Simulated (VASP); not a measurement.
AlRu: relaxation of cell and atoms with PBE

Crystal: AlRu.

```
CELL_PARAMETERS angstrom
3.55178 0.00000 0.00000
0.00000 3.55178 0.00000
0.00000 0.00000 2.57110
ATOMIC_POSITIONS crystal
Al 0.00000 0.00000 0.00000
Ru 0.50000 0.50000 0.00000
```

| Quantity | Value |
| --- | --- |
| Program | VASP 6.6.1 |
| Task | relaxation of cell and atoms |
| Functional | PBE |
| Potentials or basis | VASP PAW PBE potentials, release 64 (Al, Ru_pv) |
| Cutoff | 600 eV |
| k mesh | 6 × 6 × 6 |
| Occupations | gaussian, width 0.1 eV |
| Spin | no spin polarisation |
| Dipole correction | no |
| Further INCAR settings | ALGO = Normal; EDIFF = 1e-06; IBRION = 2; EDIFFG = -0.04; NSW = 90; ISIF = 3 |

```json
{
  "Relaxed volume": "16.34 Å³/atom",
  "Relaxed cell": "a = 3.500 Å, b = 3.500 Å, c = 2.668 Å, α = 90.00°, β = 90.00°, γ = 90.00°",
  "Space group after relaxing (to 0.05 Å)": "P4/mmm (No. 123)",
  "Energy gained by relaxing": "21.3 meV/atom",
  "Ionic steps": "3",
  "Pressure after relaxing": "0.0 GPa"
}
```

Stress tensor (GPa, compression positive):
```
 0.11  0.00  0.00
 0.00  0.11  0.00
 0.00  0.00 -0.14
```

Step by step:
| step | energy change (eV) | largest force (eV/Å) | pressure (GPa) | volume (Å³) |
| --- | --- | --- | --- | --- |
| 1 | 0.0000 | 0.0000 | 0.61 | 32.43 |
| 2 | -0.0423 | 0.0000 | 0.04 | 32.69 |
| 3 | -0.0426 | 0.0000 | 0.02 | 32.68 |

Final structure:
```cif
data_structure
_symmetry_space_group_name_H-M 'P 1'
_symmetry_Int_Tables_number 1
_cell_length_a 3.5001
_cell_length_b 3.5001
_cell_length_c 2.6676
_cell_angle_alpha 90.000
_cell_angle_beta 90.000
_cell_angle_gamma 90.000
_cell_volume 32.68
loop_
_atom_site_label
_atom_site_type_symbol
_atom_site_fract_x
_atom_site_fract_y
_atom_site_fract_z
_atom_site_occupancy
Al1 Al 0.00000 0.00000 0.00000 1
Ru1 Ru 0.50000 0.50000 0.00000 1
```

Levels at points of the mesh, in eV from the Fermi level:
```tsv
k point	band 6	band 7	band 8	band 9	band 10	band 11
(0.00, 0.00, 0.00)	-3.52	-1.85	0.55	0.55	2.44	2.44
(0.50, 0.00, 0.00)	-3.38	-3.16	-0.15	0.13	0.61	5.96
(0.50, 0.50, 0.00)	-2.37	-2.37	-0.32	0.22	0.22	1.08
(0.00, 0.00, 0.50)	-2.45	-2.31	-2.31	-1.35	4.07	6.39
(0.50, 0.00, 0.50)	-2.20	-2.03	-1.34	0.22	1.29	2.09
(0.50, 0.50, 0.50)	-3.57	-0.42	0.01	0.63	1.74	1.74
```

Run time: 18 s on 1 thread of Intel(R) Xeon(R) Platinum 8559C (Emerald Rapids), with other jobs on the host, peak memory 0.17 GiB.

Caveat: the k points lie up to 0.39 Å⁻¹ apart in the final cell.
